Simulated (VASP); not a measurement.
Wanted: the native input for a VASP 6.6.1 run.

| Property | Result |
| --- | --- |
| Task | relaxation of cell and atoms |
| Functional | PBE |
| Potentials or basis | VASP PAW PBE potentials, release 64 (Pb_d, O) |
| Cutoff | 600 eV |
| k mesh | 14 × 14 × 14 |
| Occupations | fermi-dirac, width 0.05 eV |
| Spin | no spin polarisation |
| Target pressure | 12 GPa |
| Dipole correction | no |
| Further INCAR settings | ALGO = Normal; EDIFF = 1e-06; IBRION = 2; EDIFFG = -0.005; NSW = 32; ISIF = 3 |

The structure of PbO (zincblende type) lies in POSCAR:

```
PbO
1.0
    0.0000000000      2.6999200399      2.6999200399
    2.6999200399      0.0000000000      2.6999200399
    2.6999200399      2.6999200399      0.0000000000
Pb O
1 1
Direct
    0.0000000000      0.0000000000      0.0000000000
    0.2500000000      0.2500000000      0.2500000000
```

These files were run (other wordings do the same):

INCAR

```
ALGO = Normal
EDIFF = 1E-6
EDIFFG = -0.005
ENCUT = 600
GGA = PE
IBRION = 2
ISIF = 3
ISMEAR = -1
LASPH = T
LCHARG = F
LREAL = F
LWAVE = F
NELM = 60
NSW = 32
PREC = Accurate
PSTRESS = 120.0
SIGMA = 0.05
```

KPOINTS

```
k-points
0
Gamma
  14 14 14
```

Potentials or basis: VASP PAW PBE potentials, release 64 (Pb_d, O).

Launch:

```bash
$ cat potpaw_PBE.64/Pb_d/POTCAR potpaw_PBE.64/O/POTCAR > POTCAR
$ mpirun -np 1 vasp_std > vasp.out
```

Results of the run:

```json
{
 "Pressure after relaxing": "12.0 GPa",
 "Band gap on the k mesh": "0.10 eV (least direct gap 0.27 eV)"
}
```

Caveat: the relaxation stopped at its first step, so nothing moved; the cell is relaxed towards a set pressure, so the run minimises the enthalpy, not the energy; the smearing spreads over this small gap; spin-orbit coupling is left out, which moves the levels of the heavy elements.

It took 22 s on 1 thread of Intel(R) Xeon(R) 6975P-C (Granite Rapids), on a shared host, peak memory 0.22 GiB.
